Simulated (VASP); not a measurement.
The system is CdS2O2.

```xyz
5
Lattice="4.2010 0.0000 0.0000 -2.1005 3.6381 0.0000 0.0000 0.0000 6.9112" Properties=species:S:1:pos:R:3 pbc="T T T"
Cd    0.0000    0.0000    0.0000
S     2.1005    1.2127    5.1634
S     0.0000    2.4254    1.7479
O     0.0000    2.4254    4.3596
O     2.1005    1.2127    2.5516
```

The cell was generated, and may not be a known phase.

Base run:

- Program: VASP 6.6.1
- Functional: PBE
- Potentials or basis: VASP PAW PBE potentials, release 64 (Cd, S, O)
- Cutoff: 520 eV
- k mesh: 6 × 6 × 4
- Occupations: gaussian, width 0.1 eV
- Spin: collinear spin, ferromagnetic start
- Starting moments: [0.0, 0.0, 0.0, 1.0, 1.0] μB

Its results: pressure -11.6 GPa; largest force 0.554 eV/Å.

Q: The run is repeated on the same cell with these changes: spin from collinear spin, ferromagnetic start to no spin polarisation; further incar settings from ALGO = Normal; EDIFF = 1e-07; NBANDS = 30 to ALGO = Normal; EDIFF = 1e-07; NBANDS = 26. What comes out?

A: Pressure -12.9 GPa; largest force 0.919 eV/Å.

Caveats: the cell stands under tension.
